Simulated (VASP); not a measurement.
Co: single point with PBEsol

Crystal: Co.

```
CELL_PARAMETERS angstrom
2.35491 0.00000 0.00000
-1.17746 2.03941 0.00000
0.00000 0.00000 3.80070
ATOMIC_POSITIONS crystal
Co 0.33333 0.66667 0.25000
Co 0.66667 0.33333 0.75000
```

This cell differs from its parent crystal: volume scaled by 0.88, then relaxed in part.

- Program: VASP 6.6.1
- Task: single point
- Functional: PBEsol
- Potentials or basis: VASP PAW PBE potentials, release 64 (Co)
- Cutoff: 520 eV
- k mesh: 18 × 18 × 10
- Occupations: gaussian, width 0.1 eV
- Spin: collinear spin, ferromagnetic start
- Starting moments: [1.8, 1.8] μB

```json
{"Pressure": "40.7 GPa", "Net moment": "2.92 μB per cell", "Site moments": "Co +1.45 μB", "Valence electrons inside the program's atomic spheres": "Co 8.67"}
```

Stress tensor (GPa, compression positive):
```
40.71  0.00  0.00
 0.00 40.71  0.00
 0.00  0.00 40.58
```

Levels at points of the mesh, in eV from the Fermi level:
Spin up:
```tsv
k point	band 6	band 7	band 8	band 9	band 10	band 11	band 12	band 13	band 14	band 15
(0.00, 0.00, 0.00)	-2.39	-2.39	-1.93	-1.93	-0.47	-0.47	-0.15	8.11	23.36	27.03
(0.50, 0.00, 0.00)	-2.71	-2.27	-0.31	-0.16	-0.11	1.90	4.32	11.19	12.06	14.48
(0.00, 0.00, 0.50)	-2.90	-2.90	-2.90	-0.87	-0.87	-0.87	-0.87	17.17	17.17	24.24
(0.50, 0.00, 0.50)	-1.76	-0.88	-0.88	-0.18	-0.18	1.95	1.95	9.00	9.00	20.73
```
Spin down:
```csv
k point,band 5,band 6,band 7,band 8,band 9,band 10
"(0.00, 0.00, 0.00)",-1.34,-0.86,-0.86,-0.34,-0.34,-0.08
"(0.50, 0.00, 0.00)",-1.56,-1.38,-0.85,1.40,1.58,1.62
"(0.00, 0.00, 0.50)",-1.43,-1.43,-1.43,-1.43,0.80,0.80
"(0.50, 0.00, 0.50)",-0.20,-0.20,0.28,0.28,1.53,1.53
```

It took 84 s on 1 thread of Intel(R) Xeon(R) 6975P-C (Granite Rapids) (shared host), peak memory 0.22 GiB.

Caveat: the PAW data sets were made with another functional, which shifts forces and pressure a little.
